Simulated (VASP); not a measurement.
# Re (Im-3m) in VASP: notebook

The runs below take Re through relaxation of cell and atoms, with LDA.

Program: VASP 6.6.1. These are calculated values, not measurements. Logs are shortened: lines on timing, memory, paths and dates and some standing lists are left out, and cuts for length are marked.

## Step 1: The cell of the first run

The structure is cubic, space group Im-3m (No. 229). Conventional cell: a = 2.848 Å, b = 2.848 Å, c = 2.848 Å, α = 90.00°, β = 90.00°, γ = 90.00°. Re (site symmetry m-3m) has 14 Re at 2.47 to 2.85 Å within 3.3 Å.

This isn't the form of Re at room conditions, which is hcp.

## Step 2: Relaxation of cell and atoms, LDA, target pressure 140 GPa, at which the enthalpy is minimised

Input file INCAR:

```
ALGO = Normal
EDIFF = 1E-6
EDIFFG = -0.005
ENCUT = 600
IBRION = 2
ISIF = 3
ISMEAR = -1
LASPH = True
LCHARG = False
LREAL = False
LWAVE = False
NELM = 60
NSW = 60
PREC = Accurate
PSTRESS = 1400.0
SIGMA = 0.08
```

Input file KPOINTS:

```
k-points
0
Gamma
  19 19 19
```

Input file POSCAR:

```
Re
1.0
   -1.4241580935      1.4241580935      1.4241580935
    1.4241580935     -1.4241580935      1.4241580935
    1.4241580935      1.4241580935     -1.4241580935
Re
1
Direct
    0.0000000000      0.0000000000      0.0000000000
```

Potentials or basis: VASP PAW LDA potentials, release 64 (Re).

On the command line:

```console
$ cat potpaw_LDA.64/Re/POTCAR > POTCAR
$ mpirun -np 1 vasp_std > vasp.out
```

OUTCAR:

```text
EDIFF = 1E-6
   EDIFFG = -0.005
   ENCUT = 600
   IBRION = 2
   ISIF = 3
   ISMEAR = -1
   LASPH = True
   LREAL = False
   NELM = 60
   NSW = 60
   PREC = Accurate
   PSTRESS = 1400.0

 ion  position               nearest neighbor table
   1  0.000  0.000  0.000-

  LATTYP: Found a body centered cubic cell.
 ALAT       =     2.8483161870

  Lattice vectors:

 A1 = (  -1.4241580935,   1.4241580935,   1.4241580935)
 A2 = (   1.4241580935,  -1.4241580935,   1.4241580935)
 A3 = (   1.4241580935,   1.4241580935,  -1.4241580935)

Analysis of symmetry for initial positions (statically):
=====================================================================
 Subroutine PRICEL returns:
 Original cell was already a primitive cell.

 Routine SETGRP: Setting up the symmetry group for a
 body centered cubic supercell.

 Subroutine GETGRP returns: Found 48 space group operations
 (whereof 48 operations were pure point group operations)
 out of a pool of 48 trial point group operations.

The static configuration has the point symmetry O_h .

Analysis of symmetry for dynamics (positions and initial velocities):
=====================================================================
 Subroutine PRICEL returns:
 Original cell was already a primitive cell.

 Routine SETGRP: Setting up the symmetry group for a
 body centered cubic supercell.

 Subroutine GETGRP returns: Found 48 space group operations
 (whereof 48 operations were pure point group operations)
 out of a pool of 48 trial point group operations.

The dynamic configuration has the point symmetry O_h .

 Subroutine INISYM returns: Found 48 space group operations
 (whereof 48 operations are pure point group operations),
 and found     1 'primitive' translations

----------------------------------------------------------------------------------------

                                     Primitive cell

  volume of cell :      11.5541

  direct lattice vectors                    reciprocal lattice vectors
    -1.424158093  1.424158093  1.424158093     0.000000000  0.351084618  0.351084618
     1.424158093 -1.424158093  1.424158093     0.351084618  0.000000000  0.351084618
     1.424158093  1.424158093 -1.424158093     0.351084618  0.351084618  0.000000000

  length of vectors
     2.466714176  2.466714176  2.466714176     0.496508628  0.496508628  0.496508628

[... 87 lines left out ...]
   TEBEG  =    0.0;   TEEND  =   0.0 temperature during run
   PSTRESS= 1400.0 pullay stress
   NELECT =       7.0000    total number of electrons
   NUPDOWN=      -1.0000    fix difference up-down
   EMIN   =  10.00;   EMAX   =-10.00  energy-range for DOS
   EFERMI =   0.00;   METHOD = LEGACY
   ISMEAR =    -1;   SIGMA  =   0.08  broadening in eV -4-tet -1-fermi 0-gaus
   EFERMI_NEDOS =   21; number of points for ismear=-14 and -15
   IALGO  =     38    algorithm
   IMIX   =      4    mixing-type and parameters
     AMIX     =   0.40;   BMIX     =  1.00
     AMIX_MAG =   1.60;   BMIX_MAG =  1.00
  volume/ion in A,a.u.               =      11.55        77.97
  Fermi-wavevector in a.u.,A,eV,Ry     =   1.385254  2.617750 26.108597  1.918928
  Thomas-Fermi vector in A             =   2.509681
   LORBIT       =      0    0 simple, 1 ext, 2 COOP (PROOUT), +10 PAW based schemes
   GGA     = CA    functional components
   LHFCALC =     F    Hartree Fock is set to
   AEXX    =    0.0000 exact exchange contribution
   IVDW    =     0    specifies the selected vdW correction
   LEPSILON=     F    determine dielectric tensor
   LRPA    =     F    only Hartree local field effects (RPA)
 conjugate gradient relaxation of ions
 non-spin polarized calculation
  energy-cutoff  :      600.00
  volume of cell :       11.55
 maximum number of plane-waves:       398
   NGX =  9   NGY =  9   NGZ =  9

--------------------------------------- Ionic step        1  -------------------------------------------

 number of electron       7.0000000 magnetization

 Free energy of the ion-electron system (eV)
  ---------------------------------------------------
  ext. energy  EPLUGINS =         0.00000000
  ---------------------------------------------------
  free energy    TOTEN  =       -12.28124011 eV

  energy without entropy =      -12.26185768  energy(sigma->0) =      -12.27154890

------------------------ aborting loop because EDIFF is reached ----------------------------------------

  FORCE on cell =-STRESS in cart. coord.  units (eV):
  Direction    XX          YY          ZZ          XY          YZ          ZX
  --------------------------------------------------------------------------------------
  -------------------------------------------------------------------------------------
  Total       10.9777699     10.9777699     10.9777699      0.0000000      0.0000000      0.0000000
  in kB     1522.2644583   1522.2644583   1522.2644583      0.0000000      0.0000000      0.0000000
  external PRESSURE =     122.2644583 kB  Pullay stress =    1400.0000000 kB
[... 98 lines left out ...]
--------------------------------------- Ionic step        4  -------------------------------------------

 number of electron       7.0000000 magnetization

 Free energy of the ion-electron system (eV)
  ---------------------------------------------------
  ext. energy  EPLUGINS =         0.00000000
  ---------------------------------------------------
  free energy    TOTEN  =       -12.41505969 eV

  energy without entropy =      -12.39548226  energy(sigma->0) =      -12.40527097

 E-fermi :  12.1483     XC(G=0): -15.1158

 val. band max:       12.1374490371   @ k =   0.1053   0.1053   0.0526
 cond. band min:      12.1492469114   @ k =   0.1053   0.0526  -0.0000
 fundamental gap:      0.0117978743
 Fermi energy:        12.1482823803

 k-point     1 :       0.0000    0.0000    0.0000
  band No.  band energies     occupation
      1      -0.2812      2.00000
      2       8.4915      2.00000
      3       8.4915      2.00000
      4       8.4915      2.00000
      5      13.0721      0.00002
      6      13.0721      0.00002
      7      28.0798      0.00000
[... 221 lines left out ...]
 k-point    24 :       0.3158    0.1053    0.0000
  band No.  band energies     occupation
      1       3.2820      2.00000
      2       5.9111      2.00000
      3       9.3338      2.00000
      4      12.7494      0.00109
      5      14.3369      0.00000
      6      17.0912      0.00000
      7      26.6068      0.00000

 [... further k-points ...]

------------------------ aborting loop because EDIFF is reached ----------------------------------------

  FORCE on cell =-STRESS in cart. coord.  units (eV):
  Direction    XX          YY          ZZ          XY          YZ          ZX
  --------------------------------------------------------------------------------------
  -------------------------------------------------------------------------------------
  Total       10.2248183     10.2248183     10.2248183     -0.0000000     -0.0000000     -0.0000000
  in kB     1400.0665972   1400.0665972   1400.0665972     -0.0000000     -0.0000000     -0.0000000
  external PRESSURE =       0.0665972 kB  Pullay stress =    1400.0000000 kB
[... 20 lines left out ...]
  energy  without entropy=      -12.3954822571  energy(sigma->0) =      -12.40527097

  enthalpy is  TOTEN    =        -2.1907277512 eV   P V=       10.2243319412

 reached required accuracy - stopping structural energy minimisation
```

OSZICAR:

```text
N       E                     dE             d eps       ncg     rms          rms(c)
DAV:   1     0.305300550356E+02    0.30530E+02   -0.37451E+03  3430   0.107E+03
DAV:   2    -0.124289094666E+02   -0.42959E+02   -0.39713E+02  4683   0.191E+02
[... 25 lines left out ...]
DAV:   6    -0.124233563146E+02   -0.27259E-06   -0.61156E-06  3528   0.406E-02
   3 F= -.21907053E+01 E0= -.21809108E+01  d E =-.552818E-02
       N       E                     dE             d eps       ncg     rms          rms(c)
DAV:   1    -0.124150666382E+02    0.82894E-02   -0.44455E-04  4382   0.660E-01    0.123E-01
DAV:   2    -0.124150613944E+02    0.52438E-05   -0.44621E-06  3507   0.484E-02    0.528E-02
DAV:   3    -0.124150596048E+02    0.17897E-05   -0.37349E-06  2625   0.425E-02    0.546E-03
DAV:   4    -0.124150596924E+02   -0.87694E-07   -0.99818E-07  1673   0.106E-02
   4 F= -.21907278E+01 E0= -.21809390E+01  d E =-.555063E-02
```

Run time: 71 s. Hardware: 1 thread of Intel Xeon 8259CL, shared host; peak memory 0.15 GiB.

Results:

```
Free energy                                                : -12.4151 eV
Relaxed volume                                             : 11.70 Å³/atom
Relaxed cell                                               : a = 2.477 Å, b = 2.477 Å, c = 2.477 Å, α = 109.47°, β = 109.47°, γ = 109.47°
Space group after relaxing (to 0.1 Å)                      : Im-3m (No. 229)
Energy change on relaxing (the run minimises the enthalpy) : -133.8 meV/atom
Ionic steps                                                : 4
Pressure after relaxing                                    : 140.0 GPa
Band gap on the k mesh                                     : zero (an odd number of electrons rules out a gap without spin polarisation)
```

The path:
| step | energy change (eV) | largest force (eV/Å) | pressure (GPa) | volume (Å³) |
| --- | --- | --- | --- | --- |
| 1 | 0.0000 | 0.0000 | 152.23 | 11.55 |
| 2 | -0.9368 | 0.0000 | 52.64 | 13.09 |
| 3 | -0.1421 | 0.0000 | 139.22 | 11.71 |
| 4 | -0.1338 | 0.0000 | 140.01 | 11.70 |

Final structure:
```
CELL_PARAMETERS angstrom
-1.43016 1.43016 1.43016
1.43016 -1.43016 1.43016
1.43016 1.43016 -1.43016
ATOMIC_POSITIONS crystal
Re 0.00000 0.00000 0.00000
```

Caveat: the cell is relaxed towards a set pressure, so the run minimises the enthalpy, not the energy; spin-orbit coupling is left out, which moves the levels of the heavy elements.

## Step 3: Relaxation of cell and atoms, LDA, target pressure 140 GPa, at which the enthalpy is minimised

This run uses another cell than the first one, of 11.62 Å³/atom.

Input file INCAR:

```
PREC = Accurate ; ENCUT = 600
EDIFF = 1E-6 ; ISMEAR = -1
SIGMA = 0.08 ; LREAL = F
LASPH = T ; NELM = 100
ALGO = Normal ; ISIF = 3
LWAVE = F ; LCHARG = F
GGA = CA ; IBRION = 2
NSW = 32 ; EDIFFG = -0.005
PSTRESS = 1400.0
```

Input file KPOINTS:

```
Automatic mesh
0
Gamma
  19 19 19
```

Input file POSCAR:

```
Re
1.0
   -1.4268576497      1.4268576497      1.4268576497
    1.4268576497     -1.4268576497      1.4268576497
    1.4268576497      1.4268576497     -1.4268576497
Re
1
Direct
    0.0000000000      0.0000000000      0.0000000000
```

Potentials or basis: VASP PAW LDA potentials, release 64 (Re).

On the command line:

```console
$ cat potpaw_LDA.64/Re/POTCAR > POTCAR
$ mpirun -np 1 vasp_std > vasp.out
```

OUTCAR:

```text
PREC = Accurate
   ENCUT = 600
   EDIFF = 1E-6
   ISMEAR = -1
   LREAL = F
   LASPH = T
   NELM = 100
   ISIF = 3
   GGA = CA
   IBRION = 2
   NSW = 32
   EDIFFG = -0.005
   PSTRESS = 1400.0

 ion  position               nearest neighbor table
   1  0.000  0.000  0.000-

  LATTYP: Found a body centered cubic cell.
 ALAT       =     2.8537152994

  Lattice vectors:

 A1 = (  -1.4268576497,   1.4268576497,   1.4268576497)
 A2 = (   1.4268576497,  -1.4268576497,   1.4268576497)
 A3 = (   1.4268576497,   1.4268576497,  -1.4268576497)

Analysis of symmetry for initial positions (statically):
=====================================================================
 Subroutine PRICEL returns:
 Original cell was already a primitive cell.

 Routine SETGRP: Setting up the symmetry group for a
 body centered cubic supercell.

 Subroutine GETGRP returns: Found 48 space group operations
 (whereof 48 operations were pure point group operations)
 out of a pool of 48 trial point group operations.

The static configuration has the point symmetry O_h .

Analysis of symmetry for dynamics (positions and initial velocities):
[... 164 lines left out ...]
  -------------------------------------------------------------------------------------
  Total       10.6370253     10.6370253     10.6370253      0.0000000     -0.0000000     -0.0000000
  in kB     1466.6579462   1466.6579462   1466.6579462      0.0000000     -0.0000000     -0.0000000
  external PRESSURE =      66.6579462 kB  Pullay stress =    1400.0000000 kB
[... 98 lines left out ...]
--------------------------------------- Ionic step        4  -------------------------------------------

 number of electron       7.0000000 magnetization

 Free energy of the ion-electron system (eV)
  ---------------------------------------------------
  ext. energy  EPLUGINS =         0.00000000
  ---------------------------------------------------
  free energy    TOTEN  =       -12.41512857 eV

  energy without entropy =      -12.39555189  energy(sigma->0) =      -12.40534023

 E-fermi :  12.1485     XC(G=0): -15.1157

 val. band max:       12.1377461735   @ k =   0.1053   0.1053   0.0526
 cond. band min:      12.1495023681   @ k =   0.1053   0.0526  -0.0000
 fundamental gap:      0.0117561946
 Fermi energy:        12.1485258268

 k-point     1 :       0.0000    0.0000    0.0000
  band No.  band energies     occupation
      1      -0.2816      2.00000
      2       8.4918      2.00000
      3       8.4918      2.00000
      4       8.4918      2.00000
      5      13.0724      0.00002
      6      13.0724      0.00002
      7      28.0795      0.00000
[... 221 lines left out ...]
 k-point    24 :       0.3158    0.1053    0.0000
  band No.  band energies     occupation
      1       3.2819      2.00000
      2       5.9113      2.00000
      3       9.3337      2.00000
      4      12.7496      0.00109
      5      14.3372      0.00000
      6      17.0914      0.00000
      7      26.6065      0.00000

 [... further k-points ...]

------------------------ aborting loop because EDIFF is reached ----------------------------------------

  FORCE on cell =-STRESS in cart. coord.  units (eV):
  Direction    XX          YY          ZZ          XY          YZ          ZX
  --------------------------------------------------------------------------------------
  -------------------------------------------------------------------------------------
  Total       10.2202803     10.2202803     10.2202803      0.0000000      0.0000000      0.0000000
  in kB     1399.4375168   1399.4375168   1399.4375168      0.0000000      0.0000000      0.0000000
  external PRESSURE =      -0.5624832 kB  Pullay stress =    1400.0000000 kB
[... 20 lines left out ...]
  energy  without entropy=      -12.3955518893  energy(sigma->0) =      -12.40534023

  enthalpy is  TOTEN    =        -2.1907404176 eV   P V=       10.2243881558

 reached required accuracy - stopping structural energy minimisation
```

CONTCAR:

```text
Re
   1.00000000000000
    -1.4301665889340254    1.4301665889340254    1.4301665889340254
     1.4301665889340254   -1.4301665889340254    1.4301665889340254
     1.4301665889340254    1.4301665889340254   -1.4301665889340254
  Re
     1
Direct
     0.0000000000000000    0.0000000000000000    0.0000000000000000

  0.00000000E+00  0.00000000E+00  0.00000000E+00
```

Run time: 73 s. Hardware: 1 thread of Intel Xeon 8259CL, shared host; peak memory 0.15 GiB.

What came out:

- Free energy: -12.4151 eV
- Relaxed volume: 11.70 Å³/atom
- Relaxed cell: a = 2.477 Å, b = 2.477 Å, c = 2.477 Å, α = 109.47°, β = 109.47°, γ = 109.47°
- Space group after relaxing (to 0.1 Å): Im-3m (No. 229)
- Energy change on relaxing (the run minimises the enthalpy): -72.5 meV/atom
- Ionic steps: 4
- Pressure after relaxing: 139.9 GPa
- Band gap on the k mesh: zero (an odd number of electrons rules out a gap without spin polarisation)

The path:
| step | energy change (eV) | largest force (eV/Å) | pressure (GPa) | volume (Å³) |
| --- | --- | --- | --- | --- |
| 1 | 0.0000 | 0.0000 | 146.67 | 11.62 |
| 2 | -0.5990 | 0.0000 | 87.16 | 12.45 |
| 3 | -0.0750 | 0.0000 | 139.76 | 11.70 |
| 4 | -0.0725 | 0.0000 | 139.94 | 11.70 |

Final structure:
```
Re
1.0
    -1.43017    1.43017    1.43017
     1.43017   -1.43017    1.43017
     1.43017    1.43017   -1.43017
Re
1
Direct
  0.00000 0.00000 0.00000
```

Levels at points of the mesh, in eV from the Fermi level:
```
           k point  band 1  band 2  band 3  band 4  band 5  band 6  band 7
(0.00, 0.00, 0.00)  -12.43   -3.66   -3.66   -3.66    0.92    0.92   15.93
```

Caveat: the cell is relaxed towards a set pressure, so the run minimises the enthalpy, not the energy; spin-orbit coupling is left out, which moves the levels of the heavy elements.
